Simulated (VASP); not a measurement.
# AlCo in VASP: a series of runs, part 2 of 2

VASP 6.6.1. Earlier steps stand in the parts before.

## (4) Relaxation of the atoms, PBE, collinear spin, ferromagnetic start

Contents of INCAR:

```
SYSTEM = AlCo
PREC = Accurate
ENCUT = 520
EDIFF = 1E-6
ISMEAR = -1
SIGMA = 0.1
LREAL = .FALSE.
LASPH = .TRUE.
NELM = 150
ALGO = Normal
ISIF = 2
LWAVE = .FALSE.
LCHARG = .FALSE.
ISPIN = 2
MAGMOM = 0 1.8
LORBIT = 11
LMAXMIX = 4
GGA = PE
IBRION = 2
NSW = 100
EDIFFG = -0.02
```

Contents of KPOINTS:

```
Automatic mesh
0
G
  6 6 6
  0 0 0
```

Contents of POSCAR:

```
AlCo
1.0
    2.8194000000      0.0000000000      0.0000000000
    0.0000000000      2.8194000000      0.0000000000
    0.0000000000      0.0000000000      2.8194000000
Al Co
1 1
Direct
    0.0177300000      0.0177300000      0.0000000000
    0.5000000000      0.5000000000      0.5000000000
```

Potentials or basis: VASP PAW PBE potentials, release 64 (Al, Co).

On the command line:

```console
$ cat potpaw_PBE.64/Al/POTCAR potpaw_PBE.64/Co/POTCAR > POTCAR
$ mpirun -np 1 vasp_std > vasp.out
```

OUTCAR:

```text
SYSTEM = AlCo
   PREC = Accurate
   ENCUT = 520
   EDIFF = 1E-6
   ISMEAR = -1
   LREAL = .FALSE.
   LASPH = .TRUE.
   NELM = 150
   ISIF = 2
   ISPIN = 2
   LORBIT = 11
   GGA = PE
   IBRION = 2
   NSW = 100
   EDIFFG = -0.02

 ion  position               nearest neighbor table
   1  0.018  0.018  0.000-   2 2.38   2 2.38   2 2.44   2 2.44   2 2.44   2 2.44   2 2.50   2 2.50

   2  0.500  0.500  0.500-   1 2.38   1 2.38   1 2.44   1 2.44   1 2.44   1 2.44   1 2.50   1 2.50

  LATTYP: Found a simple cubic cell.
 ALAT       =     2.8194000000

  Lattice vectors:

 A1 = (   2.8194000000,   0.0000000000,   0.0000000000)
 A2 = (   0.0000000000,   2.8194000000,   0.0000000000)
 A3 = (   0.0000000000,   0.0000000000,   2.8194000000)

Analysis of symmetry for initial positions (statically):
=====================================================================
 Subroutine PRICEL returns:
 Original cell was already a primitive cell.

 Routine SETGRP: Setting up the symmetry group for a
 simple cubic supercell.

 Subroutine GETGRP returns: Found  4 space group operations
 (whereof  4 operations were pure point group operations)
 out of a pool of 48 trial point group operations.

The static configuration has the point symmetry C_2v.

Analysis of symmetry for dynamics (positions and initial velocities):
=====================================================================
 Subroutine PRICEL returns:
 Original cell was already a primitive cell.

 Routine SETGRP: Setting up the symmetry group for a
 simple cubic supercell.

[... 249 lines left out ...]
  energy without entropy =      -11.95181539  energy(sigma->0) =      -11.96878302

 E-fermi :  11.0164     XC(G=0): -12.4226

 val. band max:       10.8262739410   @ k =   0.5000   0.5000   0.5000
 cond. band min:      11.0587731456   @ k =   0.3333   0.0000   0.5000
 fundamental gap:      0.2324992045
 Fermi energy:        11.0163975685

 spin component 1

 k-point     1 :       0.0000    0.0000    0.0000
  band No.  band energies     occupation
      1      -0.2803      1.00000
      2       7.9211      1.00000
      3       7.9211      1.00000
      4      10.1514      0.99982
      5      10.1514      0.99982
      6      10.1514      0.99982
      7      17.1477      0.00000
      8      17.1477      0.00000
      9      17.1477      0.00000
     10      19.8894      0.00000
     11      19.8894      0.00000
[... 310 lines left out ...]
  band No.  band energies     occupation
      1       5.6230      1.00000
      2       7.8400      1.00000
      3       8.2696      1.00000
      4       8.2696      1.00000
      5       9.4510      1.00000
      6       9.4511      1.00000
      7      10.7874      0.90804
      8      13.5500      0.00000
      9      14.6721      0.00000
     10      24.1442      0.00000
     11      27.1412      0.00000

 [... further k-points ...]

 spin component 2

 k-point     1 :       0.0000    0.0000    0.0000
  band No.  band energies     occupation
      1      -0.2803      1.00000
      2       7.9209      1.00000
      3       7.9209      1.00000
      4      10.1514      0.99982
      5      10.1514      0.99982
      6      10.1514      0.99982
      7      17.1477      0.00000
      8      17.1477      0.00000
      9      17.1477      0.00000
     10      19.8894      0.00000
     11      19.8894      0.00000
[... 351 lines left out ...]
  FREE ENERGIE OF THE ION-ELECTRON SYSTEM (eV)
  ---------------------------------------------------
  free  energy   TOTEN  =       -11.9857506508 eV

  energy  without entropy=      -11.9518153927  energy(sigma->0) =      -11.96878302

 reached required accuracy - stopping structural energy minimisation

 total charge

# of ion       s       p       d       tot
------------------------------------------
    1        0.399   0.445   0.000   0.844
    2        0.447   0.531   7.536   8.514
--------------------------------------------------
tot          0.846   0.976   7.536   9.358

 magnetization (x)

# of ion       s       p       d       tot
------------------------------------------
    1        0.000   0.000   0.000   0.000
    2       -0.000   0.000  -0.000  -0.000
--------------------------------------------------
tot          0.000   0.000  -0.000  -0.000
```

OSZICAR:

```text
N       E                     dE             d eps       ncg     rms          rms(c)
DAV:   1     0.359074996276E+02    0.35907E+02   -0.51308E+03  2336   0.109E+03
DAV:   2    -0.118353905447E+02   -0.47743E+02   -0.44663E+02  2333   0.184E+02
DAV:   3    -0.132621426687E+02   -0.14268E+01   -0.14112E+01  2705   0.396E+01
[... 26 lines left out ...]
DAV:   1    -0.119856364527E+02   -0.68043E-03   -0.19629E-01  2408   0.334E+00    0.612E-02
DAV:   2    -0.119857734017E+02   -0.13695E-03   -0.18928E-03  2696   0.539E-01    0.412E-02
DAV:   3    -0.119857664005E+02    0.70012E-05   -0.17228E-04  2973   0.177E-01    0.340E-02
DAV:   4    -0.119857512805E+02    0.15120E-04   -0.82571E-05  2851   0.130E-01    0.980E-03
DAV:   5    -0.119857506508E+02    0.62967E-06   -0.32533E-06  2377   0.189E-02
   3 F= -.11985751E+02 E0= -.11968783E+02  d E =-.207450E-01  mag=    -0.0001
```

Run time: 49 s. Hardware: 1 thread of Intel Xeon Platinum 8488C (Sapphire Rapids), shared host; peak memory 0.16 GiB.

What came out:

```
Free energy                                           : -11.9858 eV
Energy gained by relaxing                             : 10.4 meV/atom
Ionic steps                                           : 3
Pressure after relaxing                               : 7.0 GPa
Band gap on the k mesh                                : zero (filled and empty bands overlap)
Net moment                                            : 0.00 μB per cell
Valence electrons inside the program's atomic spheres : Al 0.84; Co 8.51
```

The path:
```
step  energy change (eV)  largest force (eV/Å)  pressure (GPa)
   1              0.0000                0.5891            7.39
   2             -0.0200                0.1149            6.89
   3             -0.0207                0.0010            7.02
```

Final structure:
```
Al Co
1.0
     2.81940    0.00000    0.00000
     0.00000    2.81940    0.00000
     0.00000    0.00000    2.81940
Al Co
1 1
Direct
  0.00888 0.00888 0.00000
  0.50885 0.50885 0.50000
```

Caveat: the k points lie up to 0.37 Å⁻¹ apart; the starting moments collapsed, and a magnetic state may lie lower.

## (5) Relaxation of the atoms, PBE, collinear spin, ferromagnetic start

Contents of INCAR:

```
PREC = Accurate
ENCUT = 520
EDIFF = 1E-6
ISMEAR = -1
SIGMA = 0.1
LREAL = F
LASPH = T
NELM = 150
ALGO = Normal
ISIF = 2
LWAVE = F
LCHARG = F
ISPIN = 2
MAGMOM = 0 1.8
LORBIT = 11
LMAXMIX = 4
GGA = PE
IBRION = 2
NSW = 100
EDIFFG = -0.02
```

Contents of KPOINTS:

```
regular mesh
0
Gamma
  6 6 6
```

POSCAR is that of step 4.

On the command line:

```console
$ cat potpaw_PBE.64/Al/POTCAR potpaw_PBE.64/Co/POTCAR > POTCAR
$ mpirun -np 1 vasp_std > vasp.out
```

Wall time 44 s (1 thread of Intel Xeon Platinum 8488C (Sapphire Rapids), shared host); peak memory 0.16 GiB.

Results (log left out):

| Quantity | Value |
| --- | --- |
| Free energy | -11.9858 eV |
| Energy gained by relaxing | 10.4 meV/atom |
| Ionic steps | 3 |
| Pressure after relaxing | 7.0 GPa |
| Band gap on the k mesh | zero (filled and empty bands overlap) |
| Net moment | 0.00 μB per cell |
| Valence electrons inside the program's atomic spheres | Al 0.84; Co 8.51 |

The path:
| step | energy change (eV) | largest force (eV/Å) | pressure (GPa) |
| --- | --- | --- | --- |
| 1 | 0.0000 | 0.5891 | 7.39 |
| 2 | -0.0200 | 0.1149 | 6.89 |
| 3 | -0.0207 | 0.0010 | 7.02 |

Final structure:
```
Al Co
1.0
     2.81940    0.00000    0.00000
     0.00000    2.81940    0.00000
     0.00000    0.00000    2.81940
Al Co
1 1
Direct
  0.00888 0.00888 0.00000
  0.50885 0.50885 0.50000
```

Levels at points of the mesh, in eV from the Fermi level:
Spin up:
| k point | band 4 | band 5 | band 6 | band 7 | band 8 | band 9 |
| --- | --- | --- | --- | --- | --- | --- |
| (0.00, 0.00, 0.00) | -0.86 | -0.86 | -0.86 | 6.13 | 6.13 | 6.13 |
| (0.50, 0.00, 0.00) | -1.78 | -1.78 | -0.75 | 0.21 | 8.44 | 10.79 |
| (0.00, 0.00, 0.50) | -1.78 | -1.78 | -0.75 | 0.21 | 8.44 | 10.79 |
| (0.50, 0.50, 0.00) | -2.75 | -1.57 | -1.57 | -0.23 | 2.53 | 3.66 |
| (0.00, 0.50, 0.50) | -2.75 | -1.57 | -1.57 | -0.23 | 2.53 | 3.66 |
| (0.50, 0.50, 0.50) | -0.19 | -0.19 | 2.39 | 2.39 | 2.39 | 4.42 |
Spin down:
| k point | band 2 | band 3 | band 4 | band 5 | band 6 | band 7 | band 8 | band 9 | band 10 | band 11 |
| --- | --- | --- | --- | --- | --- | --- | --- | --- | --- | --- |
| (0.00, 0.00, 0.00) | -3.10 | -3.10 | -0.86 | -0.86 | -0.86 | 6.13 | 6.13 | 6.13 | 8.87 | 8.87 |
| (0.50, 0.00, 0.00) | -6.79 | -2.47 | -1.78 | -1.78 | -0.75 | 0.21 | 8.44 | 10.79 | 10.79 | 12.00 |
| (0.00, 0.00, 0.50) | -6.79 | -2.47 | -1.78 | -1.78 | -0.75 | 0.21 | 8.44 | 10.79 | 10.79 | 12.00 |
| (0.50, 0.50, 0.00) | -3.18 | -2.75 | -2.75 | -1.57 | -1.57 | -0.23 | 2.53 | 3.66 | 13.13 | 16.12 |
| (0.00, 0.50, 0.50) | -3.18 | -2.75 | -2.75 | -1.57 | -1.57 | -0.23 | 2.53 | 3.66 | 13.13 | 16.13 |
| (0.50, 0.50, 0.50) | -4.08 | -4.08 | -0.19 | -0.19 | 2.39 | 2.39 | 2.39 | 4.42 | 5.51 | 5.51 |

Caveat: the k points lie up to 0.37 Å⁻¹ apart; the starting moments collapsed, and a magnetic state may lie lower.
